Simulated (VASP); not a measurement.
# W4C in VASP: a series of runs, part 2 of 2

VASP 6.6.1. The steps go on from the part before.

## 3. Relaxation of the atoms, PBE

INCAR reads:

```
SYSTEM = W4C
ALGO     = Fast           ! electronic algorithm
DIPOL    = 0.5 0.5 0.357
EDIFF    = 1E-6           ! SCF threshold, eV
EDIFFG   = -0.025         ! ionic threshold
ENCUT    = 520            ! plane-wave cutoff, eV
GGA      = PE             ! functional
IBRION   = 2              ! ionic algorithm
IDIPOL   = 3            
ISIF     = 2              ! what is computed and relaxed
ISMEAR   = 0              ! smearing method
LASPH    = .True.         ! aspherical terms in the spheres
LCHARG   = .False.        ! write CHGCAR
LDIPOL   = .True.       
LREAL    = .False.        ! projectors in reciprocal space
LWAVE    = .False.        ! write WAVECAR
NELM     = 80             ! most SCF steps
NSW      = 36             ! ionic steps
PREC     = Accurate       ! precision mode
SIGMA    = 0.1            ! smearing width, eV
```

KPOINTS reads:

```
k-points
0
Gamma
  8 8 1
  0 0 0
```

POSCAR reads:

```
W4C
1.0
    3.1836991688      0.0000000000      0.0000000000
    0.0000000000      3.1836991688      0.0000000000
    0.0000000000      0.0000000000     20.1425775749
W C
4 1
Selective dynamics
Direct
    0.5000000000      0.5000000000      0.1985843165  F F F
    0.0000000000      0.0000000000      0.2776134069  F F F
    0.5000000000      0.5000000000      0.3599451800  F F F
    0.0000000000      0.0000000000      0.4290700901  F F F
    0.1250000000      0.1250000000      0.5194259541  F F T
```

Potentials or basis: VASP PAW PBE potentials, release 64 (W_sv, C).

Run with:

```bash
cat potpaw_PBE.64/W_sv/POTCAR potpaw_PBE.64/C/POTCAR > POTCAR
mpirun -np 1 vasp_std > vasp.out
```

OUTCAR:

```text
SYSTEM = W4C
   EDIFF = 1E-6
   EDIFFG = -0.025
   ENCUT = 520
   GGA = PE
   IBRION = 2
   ISIF = 2
   ISMEAR = 0
   LASPH = .True.
   LREAL = .False.
   NELM = 80
   NSW = 36
   PREC = Accurate

 ion  position               nearest neighbor table
   1  0.500  0.500  0.199-   2 2.76   2 2.76   2 2.76   2 2.76   3 3.25
   2  0.000  0.000  0.278-   1 2.76   1 2.76   1 2.76   1 2.76   3 2.80   3 2.80   3 2.80   3 2.80
                             4 3.05
   3  0.500  0.500  0.360-   4 2.65   4 2.65   4 2.65   4 2.65   2 2.80   2 2.80   2 2.80   2 2.80
                             1 3.25
   4  0.000  0.000  0.429-   5 1.91   3 2.65   3 2.65   3 2.65   3 2.65   2 3.05
   5  0.125  0.125  0.519-   4 1.91

  LATTYP: Found a simple tetragonal cell.
 ALAT       =     3.1836991688
 C/A-ratio  =     6.3267841925

  Lattice vectors:

 A1 = (   3.1836991688,   0.0000000000,   0.0000000000)
 A2 = (   0.0000000000,   3.1836991688,   0.0000000000)
 A3 = (   0.0000000000,   0.0000000000,  20.1425775749)

Analysis of symmetry for initial positions (statically):
=====================================================================
[... 199 lines left out ...]
  -------------------------------------------------------------------------------------
  Total       -4.2596001     -4.2596001     -1.9719946      0.3654616      0.7652933      0.7652918
  in kB      -33.4272242    -33.4272242    -15.4752335      2.8679609      6.0056414      6.0056293
  external PRESSURE =     -27.4432273 kB  Pullay stress =       0.0000000 kB
[... 65 lines left out ...]
--------------------------------------- Ionic step        3  -------------------------------------------

 number of electron      59.9999991 magnetization

 dipolmoment           0.000000      0.000000      0.156315 electrons x Angstroem

 Free energy of the ion-electron system (eV)
  ---------------------------------------------------
  ext. energy  EPLUGINS =         0.00000000
  ---------------------------------------------------
  free energy    TOTEN  =       -52.34998943 eV

  energy without entropy =      -52.31177550  energy(sigma->0) =      -52.33088246

 E-fermi :   0.1585     XC(G=0):  -5.9298

 val. band max:        0.1550572442   @ k =   0.0000   0.0000   0.0000
 cond. band min:       0.1629153888   @ k =   0.5000   0.1250   0.0000
 fundamental gap:      0.0078581446
 Fermi energy:         0.1584836286

 k-point     1 :       0.0000    0.0000    0.0000
  band No.  band energies     occupation
      1     -73.7898      2.00000
      2     -73.6920      2.00000
      3     -73.6088      2.00000
      4     -73.0345      2.00000
      5     -38.2366      2.00000
      6     -38.1285      2.00000
[... 808 lines left out ...]
     35       2.9395      0.00000
     36       3.4880      0.00000

------------------------ aborting loop because EDIFF is reached ----------------------------------------

 vacuum level on the upper side and lower side of the slab       (xc-potential included)         1.219        -1.534

  FORCE on cell =-STRESS in cart. coord.  units (eV):
  Direction    XX          YY          ZZ          XY          YZ          ZX
  --------------------------------------------------------------------------------------
  -------------------------------------------------------------------------------------
  Total       -4.0403741     -4.0403741     -0.7481441      0.4323157      1.0154756      1.0154751
  in kB      -31.7068479    -31.7068479     -5.8710627      3.3925990      7.9689481      7.9689439
  external PRESSURE =     -23.0949195 kB  Pullay stress =       0.0000000 kB
[... 20 lines left out ...]
  FREE ENERGIE OF THE ION-ELECTRON SYSTEM (eV)
  ---------------------------------------------------
  free  energy   TOTEN  =       -52.3499894251 eV

  energy  without entropy=      -52.3117755000  energy(sigma->0) =      -52.33088246

 reached required accuracy - stopping structural energy minimisation

 vacuum level on the upper side and lower side of the slab         6.858         4.032
```

OSZICAR:

```text
N       E                     dE             d eps       ncg     rms          rms(c)
DAV:   1     0.698684883889E+03    0.69868E+03   -0.37152E+04  1848   0.157E+03
DAV:   2    -0.255434306202E+02   -0.72423E+03   -0.71356E+03  1764   0.480E+02
[... 54 lines left out ...]
RMM:   3    -0.523499661167E+02    0.41446E-02   -0.96444E-04  1705   0.915E-02    0.644E-02
RMM:   4    -0.523500526383E+02   -0.86522E-04   -0.56634E-04  1876   0.645E-02    0.559E-02
RMM:   5    -0.523500019880E+02    0.50650E-04   -0.14625E-04  1764   0.379E-02    0.305E-02
RMM:   6    -0.523499901966E+02    0.11791E-04   -0.28584E-05  1616   0.181E-02    0.106E-02
RMM:   7    -0.523499893878E+02    0.80881E-06   -0.10310E-05  1415   0.850E-03    0.404E-03
RMM:   8    -0.523499894251E+02   -0.37328E-07   -0.26159E-06  1084   0.582E-03
   3 F= -.52349989E+02 E0= -.52330882E+02  d E =-.110948E-01
```

CONTCAR:

```text
W4C
   1.00000000000000
     3.1836991688000000    0.0000000000000000    0.0000000000000000
     0.0000000000000000    3.1836991688000000    0.0000000000000000
     0.0000000000000000    0.0000000000000000   20.1425775748999989
  W               C
     4     1
Selective dynamics
Direct
     0.5000000000000000    0.5000000000000000    0.1985843165000034   F   F   F
     0.0000000000000000    0.0000000000000000    0.2776134069000022   F   F   F
     0.5000000000000000    0.5000000000000000    0.3599451799999969   F   F   F
     0.0000000000000000    0.0000000000000000    0.4290700900999980   F   F   F
     0.1250000000000000    0.1250000000000000    0.5177293053063463   F   F   T

  0.00000000E+00  0.00000000E+00  0.00000000E+00
  0.00000000E+00  0.00000000E+00  0.00000000E+00
  0.00000000E+00  0.00000000E+00  0.00000000E+00
  0.00000000E+00  0.00000000E+00  0.00000000E+00
  0.00000000E+00  0.00000000E+00  0.00000000E+00
```

It took 16 min on 1 thread of Oxide Virtual Turin-like, shared host; peak memory 0.33 GiB.

Results:

```yaml
Free_energy: -52.3500 eV
Energy_gained_by_relaxing: 2.2 meV/atom
Ionic_steps: 3
Band_gap_on_the_k_mesh: zero (bands 30 and 31 overlap by 0.50 eV)
```

Step by step:
| step | energy change (eV) | largest force on free atoms (eV/Å) | pressure (GPa) |
| --- | --- | --- | --- |
| 1 | 0.0000 | 0.6335 | -2.74 |
| 2 | -0.0110 | 0.0714 | -2.36 |
| 3 | -0.0111 | 0.0002 | -2.31 |

Final structure:
```yaml
crystal:
  lattice:
    - [3.18370, 0.00000, 0.00000]
    - [0.00000, 3.18370, 0.00000]
    - [0.00000, 0.00000, 20.14258]
  atoms:
    - { symbol: W, position: [0.50000, 0.50000, 0.19858] }
    - { symbol: W, position: [0.00000, 0.00000, 0.27761] }
    - { symbol: W, position: [0.50000, 0.50000, 0.35995] }
    - { symbol: W, position: [0.00000, 0.00000, 0.42907] }
    - { symbol: C, position: [0.12500, 0.12500, 0.51773] }
```

Caveat: spin-orbit coupling is left out, which moves the levels of the heavy elements.
